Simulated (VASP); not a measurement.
# Ru (P6_3/mmc) in VASP: notebook, part 2 of 2

VASP 6.6.1. The steps go on from the part before.

## (4) Single point, PBEsol (strain -0.030 along x and y, +0.000 along z)

Contents of INCAR:

```
ALGO = Fast ; EDIFF = 1E-6
ENCUT = 520 ; GGA = PS
ISIF = 2 ; ISMEAR = 0
LASPH = T ; LCHARG = F
LREAL = F ; LWAVE = F
NBANDS = 21 ; NELM = 60
PREC = Accurate ; SIGMA = 0.15
```

Contents of KPOINTS:

```
k-points
0
Gamma
  24 24 12
```

Contents of POSCAR:

```
Ru
1.0
    2.6246253542      0.0000000000      0.0000000000
   -1.3123126771      2.2729922322      0.0000000000
    0.0000000000      0.0000000000      4.2819000000
Ru
2
Direct
    0.3333333333      0.6666666667      0.2500000000
    0.6666666667      0.3333333333      0.7500000000
```

Potentials or basis: VASP PAW PBE potentials, release 64 (Ru_pv).

Run with:

```bash
cat potpaw_PBE.64/Ru_pv/POTCAR > POTCAR
mpirun -np 1 vasp_std > vasp.out
```

OUTCAR:

```text
EDIFF = 1E-6
   ENCUT = 520
   GGA = PS
   ISIF = 2
   ISMEAR = 0
   LASPH = T
   LREAL = F
   NELM = 60
   PREC = Accurate

 ion  position               nearest neighbor table
   1  0.333  0.667  0.250-   2 2.62   2 2.62   2 2.62   2 2.62   2 2.62   2 2.62
   2  0.667  0.333  0.750-   1 2.62   1 2.62   1 2.62   1 2.62   1 2.62   1 2.62

  LATTYP: Found a hexagonal cell.
 ALAT       =     2.6246253542
 C/A-ratio  =     1.6314328417

  Lattice vectors:

 A1 = (   2.6246253542,   0.0000000000,   0.0000000000)
 A2 = (  -1.3123126771,   2.2729922322,   0.0000000000)
 A3 = (   0.0000000000,   0.0000000000,   4.2819000000)

Analysis of symmetry for initial positions (statically):
=====================================================================
 Subroutine PRICEL returns:
 Original cell was already a primitive cell.

 Routine SETGRP: Setting up the symmetry group for a
 hexagonal supercell.

 Subroutine GETGRP returns: Found 24 space group operations
 (whereof 12 operations were pure point group operations)
 out of a pool of 24 trial point group operations.

The static configuration has the point symmetry D_3d.
 The point group associated with its full space group is D_6h.

Analysis of symmetry for dynamics (positions and initial velocities):
=====================================================================
 Subroutine PRICEL returns:
 Original cell was already a primitive cell.

 Routine SETGRP: Setting up the symmetry group for a
 hexagonal supercell.

 Subroutine GETGRP returns: Found 24 space group operations
 (whereof 12 operations were pure point group operations)
 out of a pool of 24 trial point group operations.

The dynamic configuration has the point symmetry D_3d.
 The point group associated with its full space group is D_6h.

 Subroutine INISYM returns: Found 24 space group operations
 (whereof 12 operations are pure point group operations),
 and found     1 'primitive' translations

----------------------------------------------------------------------------------------

                                     Primitive cell

  volume of cell :      25.5448

  direct lattice vectors                    reciprocal lattice vectors
     2.624625354  0.000000000  0.000000000     0.381006759  0.219974355  0.000000000
    -1.312312677  2.272992232  0.000000000     0.000000000  0.439948710  0.000000000
     0.000000000  0.000000000  4.281900000     0.000000000  0.000000000  0.233541185

  length of vectors
     2.624625354  2.624625354  4.281900000     0.439948710  0.439948710  0.233541185

  position of ions in fractional coordinates (direct lattice)
     0.333333333  0.666666667  0.250000000
     0.666666667  0.333333333  0.750000000

  ion indices of the primitive-cell ions
   primitive index   ion index
                 1           1
                 2           2

----------------------------------------------------------------------------------------

 KPOINTS: k-points

Automatic generation of k-mesh.
 Grid dimensions read from file:
 generate k-points for:   24   24   12

 Generating k-lattice:

  Cartesian coordinates                     Fractional coordinates (reciprocal lattice)
     0.015875282  0.009165598  0.000000000     0.041666667  0.000000000  0.000000000
     0.000000000  0.018331196  0.000000000     0.000000000  0.041666667  0.000000000
     0.000000000  0.000000000  0.019461765     0.000000000  0.000000000  0.083333333

  Length of vectors
     0.018331196  0.018331196  0.019461765

  Shift w.r.t. Gamma in fractional coordinates (k-lattice)
     0.000000000  0.000000000  0.000000000

 Subroutine IBZKPT returns following result:
 ===========================================

 Found    427 irreducible k-points:

 Following reciprocal coordinates:
            Coordinates               Weight
  0.000000  0.000000  0.000000      1.000000
  0.041667 -0.000000  0.000000      6.000000
  0.083333 -0.000000  0.000000      6.000000
  0.125000 -0.000000  0.000000      6.000000
  0.166667 -0.000000  0.000000      6.000000
  0.208333 -0.000000  0.000000      6.000000
[... 16 lines left out ...]
  0.416667  0.041667  0.000000     12.000000
  0.458333  0.041667  0.000000     12.000000
 [... further k-points ...]
   k-points           NKPTS =    427   k-points in BZ     NKDIM =    427   number of bands    NBANDS=     21
   number of dos      NEDOS =    301   number of ions     NIONS =      2
   total plane-waves  NPLWV =  12800
   dimension x,y,z NGX =    20 NGY =   20 NGZ =   32
   dimension x,y,z NGXF=    40 NGYF=   40 NGZF=   64
   ions per type =               2
   NGX,Y,Z   is equivalent  to a cutoff of  12.67, 12.67, 12.42 a.u.
   NGXF,Y,Z  is equivalent  to a cutoff of  25.34, 25.34, 24.85 a.u.
 SYSTEM =  unknown system
   PREC   = accura    normal or accurate (medium, high low for compatibility)
   ISTART =      0    job   : 0-new  1-cont  2-samecut
   ICHARG =      2    charge: 1-file 2-atom 10-const
   ISPIN  =      1    spin polarized calculation?
   LNONCOLLINEAR =      F non collinear calculations
   LSORBIT =      F    spin-orbit coupling
   LASPH  =      T    aspherical Exc in radial PAW
   ENCUT  =  520.0 eV  38.22 Ry    6.18 a.u.   4.88  4.88  7.96*2*pi/ulx,y,z
   NELM   =     60;   NELMIN=  2; NELMDL= -5     # of ELM steps
   EDIFF  = 0.1E-05   stopping-criterion for ELM
   LREAL  =      F    real-space projection
   EDIFFG = 0.1E-04   stopping-criterion for IOM
   NSW    =      0    number of steps for IOM
   IBRION =     -1    ionic relax: 0-MD 1-quasi-New 2-CG
   NFREE  =      0    steps in history (QN), initial steepest desc. (CG)
   ISIF   =      2    stress and relaxation
   ISYM   =      2    0-nonsym 1-usesym 2-fastsym
   POTIM  = 0.5000    time-step for ionic-motion
   TEBEG  =    0.0;   TEEND  =   0.0 temperature during run
   PSTRESS=    0.0 pullay stress
   NELECT =      28.0000    total number of electrons
   NUPDOWN=      -1.0000    fix difference up-down
   EMIN   =  10.00;   EMAX   =-10.00  energy-range for DOS
   EFERMI =   0.00;   METHOD = LEGACY
   ISMEAR =     0;   SIGMA  =   0.15  broadening in eV -4-tet -1-fermi 0-gaus
   EFERMI_NEDOS =   21; number of points for ismear=-14 and -15
   IALGO  =     68    algorithm
   IMIX   =      4    mixing-type and parameters
     AMIX     =   0.40;   BMIX     =  1.00
     AMIX_MAG =   1.60;   BMIX_MAG =  1.00
  volume/ion in A,a.u.               =      12.77        86.19
  Fermi-wavevector in a.u.,A,eV,Ry     =   1.687953  3.189768 38.765501  2.849184
  Thomas-Fermi vector in A             =   2.770346
   LORBIT       =      0    0 simple, 1 ext, 2 COOP (PROOUT), +10 PAW based schemes
   GGA     = PS    functional components
   LHFCALC =     F    Hartree Fock is set to
   AEXX    =    0.0000 exact exchange contribution
   IVDW    =     0    specifies the selected vdW correction
   LEPSILON=     F    determine dielectric tensor
   LRPA    =     F    only Hartree local field effects (RPA)
 non-spin polarized calculation
 RMM-DIIS sequential band-by-band and
 Gauss-broadening in eV      SIGMA  =   0.15
  energy-cutoff  :      520.00
  volume of cell :       25.54
 maximum number of plane-waves:       708
 NGX is ok and might be reduce to    20
   NGX =  9   NGY =  9   NGZ = 15

 number of electron      27.9999998 magnetization

 Free energy of the ion-electron system (eV)
  ---------------------------------------------------
  ext. energy  EPLUGINS =         0.00000000
  ---------------------------------------------------
  free energy    TOTEN  =       -20.26657384 eV

  energy without entropy =      -20.24844071  energy(sigma->0) =      -20.25750727

 E-fermi :  13.8652     XC(G=0): -14.6631

 val. band max:       13.8617411795   @ k =   0.2083   0.1250   0.0000
 cond. band min:      13.8669083002   @ k =   0.1667   0.1250   0.1667
 fundamental gap:      0.0051671207
 Fermi energy:        13.8651917411

 k-point     1 :       0.0000    0.0000    0.0000
  band No.  band energies     occupation
      1     -29.9525      2.00000
      2     -28.8093      2.00000
      3     -28.8093      2.00000
      4     -28.6370      2.00000
      5     -28.6339      2.00000
      6     -28.6339      2.00000
[... 13 lines left out ...]
     20      24.0648      0.00000
     21      24.5006      0.00000
[... 529 lines left out ...]
 k-point    24 :       0.4583    0.0417    0.0000
  band No.  band energies     occupation
      1     -29.8153      2.00000
      2     -29.6055      2.00000
      3     -29.3721      2.00000
      4     -29.1156      2.00000
      5     -28.9473      2.00000
      6     -28.8182      2.00000
[... 13 lines left out ...]
     20      26.0830      0.00000
     21      27.3991      0.00000

 [... further k-points ...]

------------------------ aborting loop because EDIFF is reached ----------------------------------------

  FORCE on cell =-STRESS in cart. coord.  units (eV):
  Direction    XX          YY          ZZ          XY          YZ          ZX
  --------------------------------------------------------------------------------------
  -------------------------------------------------------------------------------------
  Total        3.5217175      3.5217175      0.6871867     -0.0000000      0.0000000      0.0000000
  in kB      220.8835174    220.8835174     43.1006215     -0.0000000      0.0000000      0.0000000
  external PRESSURE =     161.6225521 kB  Pullay stress =       0.0000000 kB

 VOLUME and BASIS-vectors are now :
 -----------------------------------------------------------------------------
  energy-cutoff  :      520.00
  volume of cell :       25.54
      direct lattice vectors                 reciprocal lattice vectors
     2.624625354  0.000000000  0.000000000     0.381006759  0.219974355  0.000000000
    -1.312312677  2.272992232  0.000000000     0.000000000  0.439948710  0.000000000
     0.000000000  0.000000000  4.281900000     0.000000000  0.000000000  0.233541185

 POSITION                                       TOTAL-FORCE (eV/Angst)
 -----------------------------------------------------------------------------------
     -0.00000      1.51533      1.07048         0.000000      0.000000      0.000000
      1.31231      0.75766      3.21143         0.000000     -0.000000      0.000000
 -----------------------------------------------------------------------------------
    total drift:                                0.000000     -0.000000      0.000000

  FREE ENERGIE OF THE ION-ELECTRON SYSTEM (eV)
  ---------------------------------------------------
  free  energy   TOTEN  =       -20.2665738384 eV

  energy  without entropy=      -20.2484407091  energy(sigma->0) =      -20.25750727
```

Wall time 3.1 min (1 thread of Intel Xeon 8259CL, shared host); peak memory 0.28 GiB.

Results:

```
Free energy            : -20.2666 eV
Pressure               : 16.2 GPa
Band gap on the k mesh : zero (bands 14 and 15 overlap by 3.46 eV)
```

Stress tensor (GPa, compression positive):
```
22.09  0.00  0.00
 0.00 22.09  0.00
 0.00  0.00  4.31
```

Caveat: the cell differs from its parent crystal (strain -0.030 along x and y, +0.000 along z); the cell stands under pressure; the PAW data sets were made with another functional, which shifts forces and pressure a little.

## (5) Single point, PBEsol (strain -0.015 along x and y, -0.030 along z)

Contents of INCAR:

```
PREC = Accurate
ENCUT = 520
EDIFF = 1E-6
ISMEAR = 0
SIGMA = 0.15
LREAL = F
LASPH = T
NELM = 60
ALGO = Fast
ISIF = 2
LWAVE = F
LCHARG = F
GGA = PS
NBANDS = 21
```

Contents of KPOINTS:

```
regular mesh
0
Gamma
  24 24 12
```

Contents of POSCAR:

```
Ru
1.0
    2.6652123442      0.0000000000      0.0000000000
   -1.3326061721      2.3081415966      0.0000000000
    0.0000000000      0.0000000000      4.1534430000
Ru
2
Direct
    0.3333333333      0.6666666667      0.2500000000
    0.6666666667      0.3333333333      0.7500000000
```

Run with:

```bash
cat potpaw_PBE.64/Ru_pv/POTCAR > POTCAR
mpirun -np 1 vasp_std > vasp.out
```

Run time: 3.7 min. Hardware: 1 thread of Intel Xeon 8259CL, shared host; peak memory 0.29 GiB.

It converged, with:

```
Free energy            : -20.2909 eV
Pressure               : 16.4 GPa
Band gap on the k mesh : zero (bands 14 and 15 overlap by 3.54 eV)
```

Stress tensor (GPa, compression positive):
```
13.75  0.00  0.00
 0.00 13.75  0.00
 0.00  0.00 21.76
```

Levels at points of the mesh, in eV from the Fermi level:
```
           k point  band 12  band 13  band 14  band 15  band 16  band 17
(0.00, 0.00, 0.00)    -2.10    -2.10    -1.67    -1.67     1.28     1.28
(0.50, 0.00, 0.00)    -2.00    -1.59     1.47     1.97     2.20     4.35
(0.00, 0.00, 0.50)    -3.12    -2.86    -2.86     0.61     0.61     0.61
(0.50, 0.00, 0.50)    -1.25     0.45     0.45     1.78     1.78     3.58
```

Caveat: the cell differs from its parent crystal (strain -0.015 along x and y, -0.030 along z); the cell stands under pressure; the PAW data sets were made with another functional, which shifts forces and pressure a little.

## (6) Single point, PBEsol (strain -0.030 along x and y, +0.015 along z)

Contents of INCAR:

```
SYSTEM = Ru
PREC = Accurate
ENCUT = 520
EDIFF = 1E-7
ISMEAR = 0
SIGMA = 0.15
LREAL = .False.
LASPH = .True.
NELM = 80
ALGO = Fast
ISIF = 2
LWAVE = .False.
LCHARG = .False.
GGA = PS
NBANDS = 21
```

Contents of KPOINTS:

```
regular mesh
0
Gamma
  24 24 12
  0 0 0
```

Contents of POSCAR:

```
Ru
1.0
    2.6246253542      0.0000000000      0.0000000000
   -1.3123126771      2.2729922322      0.0000000000
    0.0000000000      0.0000000000      4.3461285000
Ru
2
Direct
    0.3333333333      0.6666666667      0.2500000000
    0.6666666667      0.3333333333      0.7500000000
```

Potentials or basis: VASP PAW PBE potentials, release 64 (Ru_pv).

Run with:

```bash
cat potpaw_PBE.64/Ru_pv/POTCAR > POTCAR
mpirun -np 1 vasp_std > vasp.out
```

Run time: 4.1 min. Hardware: 1 thread of Intel Xeon 8259CL, shared host; peak memory 0.29 GiB.

It converged, with:

```yaml
Free_energy: -20.2640 eV
Pressure: 10.3 GPa
Band_gap_on_the_k_mesh: zero (bands 14 and 15 overlap by 3.37 eV)
```

Stress tensor (GPa, compression positive):
```
18.73  0.00  0.00
 0.00 18.73  0.00
 0.00  0.00 -6.54
```

Levels at points of the mesh, in eV from the Fermi level:
```
           k point  band 11  band 12  band 13  band 14  band 15  band 16  band 17  band 18
(0.00, 0.00, 0.00)    -2.76    -2.14    -2.14    -1.13    -1.13     0.75     1.29     1.29
(0.50, 0.00, 0.00)    -2.52    -1.87    -1.75     1.85     1.88     2.20     4.41     6.56
(0.00, 0.00, 0.50)    -2.83    -2.83    -2.83    -2.83     0.58     0.58     0.58     0.58
(0.50, 0.00, 0.50)    -0.97    -0.97     0.47     0.47     2.06     2.06     3.58     3.58
```

Caveat: the cell differs from its parent crystal (strain -0.030 along x and y, +0.015 along z); the cell stands under pressure; the PAW data sets were made with another functional, which shifts forces and pressure a little.

## (7) Summary

| cell | further INCAR settings | gap on the mesh (eV) | pressure (GPa) |
| --- | --- | --- | --- |
| a = 2.625, b = 2.625, c = 4.153 Å, angles 90.0, 90.0, 120.0°, 2 atoms | ALGO = Fast; EDIFF = 1e-06; NBANDS = 21 | none | 30.1 |
| a = 2.625, b = 2.625, c = 4.218 Å, angles 90.0, 90.0, 120.0°, 2 atoms | ALGO = Fast; EDIFF = 1e-07; NBANDS = 21 | none | 22.7 |
| a = 2.625, b = 2.625, c = 4.282 Å, angles 90.0, 90.0, 120.0°, 2 atoms | ALGO = Fast; EDIFF = 1e-06; NBANDS = 21 | none | 16.2 |
| a = 2.665, b = 2.665, c = 4.153 Å, angles 90.0, 90.0, 120.0°, 2 atoms | ALGO = Fast; EDIFF = 1e-06; NBANDS = 21 | none | 16.4 |
| a = 2.625, b = 2.625, c = 4.346 Å, angles 90.0, 90.0, 120.0°, 2 atoms | ALGO = Fast; EDIFF = 1e-07; NBANDS = 21 | none | 10.3 |

Alike in all rows: task single point; level PBEsol; potentials or basis VASP PAW PBE potentials, release 64 (Ru_pv); no spin polarisation; k mesh 24 × 24 × 12; cutoff (eV) 520; smearing gaussian 0.15 eV.

Caveats: the cell stands under pressure; the PAW data sets were made with another functional, which shifts forces and pressure a little.

Total energies depend on the potentials used, so only differences within one code and one set of settings carry meaning.
